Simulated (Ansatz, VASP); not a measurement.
# One calculation of Pt, two programs

Contents of INCAR:

```
PREC = Accurate ; ENCUT = 520
EDIFF = 1E-6 ; ISMEAR = 0
SIGMA = 0.15 ; LREAL = False
LASPH = True ; NELM = 100
ALGO = Fast ; ISIF = 2
LWAVE = False ; LCHARG = False
GGA = CA ; NBANDS = 28
```

Contents of KPOINTS:

```
Automatic mesh
0
Gamma
  18 18 6
```

Contents of POSCAR:

```
Pt
1.0
    2.7082945870      0.0000000000      0.0000000000
   -1.3541472935      2.3454519133      0.0000000000
    0.0000000000      0.0000000000      9.3530207388
Pt
4
Direct
    0.6530090339      0.3444186171      0.3750000000
    0.6530090339      0.3444186171      0.8750000000
    0.3469909661      0.6555813829      0.1250000000
    0.3469909661      0.6555813829      0.6250000000
```

Input for Ansatz:

```yaml
crystal:
  lattice:
    - [2.708294587, 0.0, 0.0]
    - [-1.3541472935, 2.3454519133, 0.0]
    - [0.0, 0.0, 9.3530207388]
  atoms:
    - { symbol: Pt, position: [0.6530090339, 0.3444186171, 0.375] }
    - { symbol: Pt, position: [0.6530090339, 0.3444186171, 0.875] }
    - { symbol: Pt, position: [0.3469909661, 0.6555813829, 0.125] }
    - { symbol: Pt, position: [0.3469909661, 0.6555813829, 0.625] }
basis:
  ecutwfc: 420
kpoints:
  mp_grid: { grid: [18, 18, 6] }
hamiltonian:
  xc: lda
  pseudopotentials: { kind: paw, azcp: { folder: soft_1 } }
scf:
  occupations: { method: gaussian, width: 0.15 }
output:
  forces: true
  stress: true
  eigenvalues: true
  write_density: true
  write_potential: true
  elf: true
  volumetric_format: npy
```

Change from the starting cell: mode 1 frozen in at -0.052 Å and mode 2 at +0.026 Å (largest displacements).

Alike in both runs: task single point; functional LDA; k mesh 18 × 18 × 6; occupations gaussian, width 0.15 eV; no spin polarisation.

```csv
,VASP,Ansatz
version,VASP 6.6.1,Ansatz 0.2.0
potentials or method,"VASP PAW LDA potentials, release 64 (Pt), cutoff 520 eV","scalar-relativistic, plane waves, PAW"
valence electrons in the cell,40,72
```

VASP gave:

```
gap on the k mesh at the Fermi level (eV)                     : none
pressure (GPa)                                                : 1.1
traceless stress, the component that is largest in VASP (GPa) : -0.59
rms of the force components (eV/Å)                            : 0.025
```

Problem. Estimate Ansatz's values.

Solution. gap on the k mesh at the Fermi level (eV): none; pressure (GPa): 0.3; traceless stress, the component that is largest in VASP (GPa): -0.56; rms of the force components (eV/Å): 0.023.

Ansatz warns that its potentials were made for another functional, while VASP's fit it. LDA's correlation is that of Perdew and Zunger in VASP and of Perdew and Wang (1992) in Ansatz. Atom by atom the forces differ by 0.002 eV/Å (rms over components). A gap of «none» marks a metal or a gap that the smearing closes. VASP's potentials hold 40 valence electrons a cell and Ansatz's 72, so a difference there can come from the potentials and not from the codes.

Neither program's run includes spin-orbit coupling.
